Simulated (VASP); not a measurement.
Input of a VASP 6.6.1 run:

INCAR

```
SYSTEM = MoSe
ALGO = Normal ; EDIFF = 1E-6
ENCUT = 520 ; GGA = PE
ISIF = 2 ; ISMEAR = 0
ISPIN = 2 ; LASPH = .TRUE.
LCHARG = .FALSE. ; LMAXMIX = 4
LORBIT = 11 ; LREAL = .FALSE.
LWAVE = .FALSE. ; MAGMOM = 0.5 0
NBANDS = 21 ; NELM = 150
PREC = Accurate ; SIGMA = 0.05
```

KPOINTS

```
k-points
0
G
  10 10 10
  0 0 0
```

Contents of POSCAR:

```
MoSe
1.0
    0.0000000000      2.8405191460      2.8405191460
    2.8405191460      0.0000000000      2.8405191460
    2.8405191460      2.8405191460      0.0000000000
Mo Se
1 1
Direct
    0.0000000000      0.0000000000      0.0000000000
    0.2500000000      0.2500000000      0.2500000000
```

Potentials or basis: VASP PAW PBE potentials, release 64 (Mo_sv, Se).

Launch:

```bash
$ cat potpaw_PBE.64/Mo_sv/POTCAR potpaw_PBE.64/Se/POTCAR > POTCAR
$ mpirun -np 1 vasp_std > vasp.out
```

Question: What does it give for the pressure?

Answer: -1.5 GPa.

Question: What does it give for the site moments?

Answer: Mo +0.31; Se -0.01 μB.
